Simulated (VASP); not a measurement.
## Sc2Al: single point with LDA

Crystal: Sc2Al.

```
Sc Al
1.0
     4.80404    0.00000    0.00000
    -2.40202    4.16042    0.00000
     0.00000    0.00000    6.04988
Sc Al
4 2
Direct
  0.00000 0.00000 0.00000
  0.00000 0.00000 0.50000
  0.33333 0.66667 0.75000
  0.66667 0.33333 0.25000
  0.33333 0.66667 0.25000
  0.66667 0.33333 0.75000
```

```json
{
  "Program": "VASP 6.6.1",
  "Task": "single point",
  "Functional": "LDA",
  "Potentials or basis": "VASP PAW LDA potentials, release 64 (Sc_sv, Al)",
  "Cutoff": "520 eV",
  "k mesh": "6 × 6 × 4",
  "Occupations": "fermi-dirac, width 0.1 eV",
  "Spin": "no spin polarisation"
}
```

* Pressure: -0.6 GPa
* Band gap on the k mesh: zero (bands 25 and 26 overlap by 0.79 eV)

Stress tensor (GPa, compression positive):
```
-0.46  0.00  0.00
 0.00 -0.46  0.00
 0.00  0.00 -0.93
```

Levels at points of the mesh, in eV from the Fermi level:
| k point | band 21 | band 22 | band 23 | band 24 | band 25 | band 26 | band 27 | band 28 | band 29 | band 30 |
| --- | --- | --- | --- | --- | --- | --- | --- | --- | --- | --- |
| (0.00, 0.00, 0.00) | -1.84 | -0.69 | -0.62 | -0.62 | -0.42 | -0.42 | -0.02 | -0.02 | 2.05 | 2.11 |
| (0.50, 0.00, 0.00) | -1.16 | -1.12 | -0.92 | -0.71 | -0.67 | 0.26 | 0.38 | 0.84 | 1.22 | 1.30 |
| (0.00, 0.00, 0.50) | -1.50 | -1.50 | -1.05 | -1.05 | 0.11 | 0.11 | 0.11 | 0.11 | 1.64 | 1.64 |
| (0.50, 0.00, 0.50) | -1.10 | -1.10 | -0.80 | -0.80 | 0.22 | 0.22 | 0.51 | 0.51 | 1.20 | 1.20 |

Wall time 96 s on 1 thread of Oxide Virtual Turin-like Processor, with other jobs on the host, peak memory 0.19 GiB.
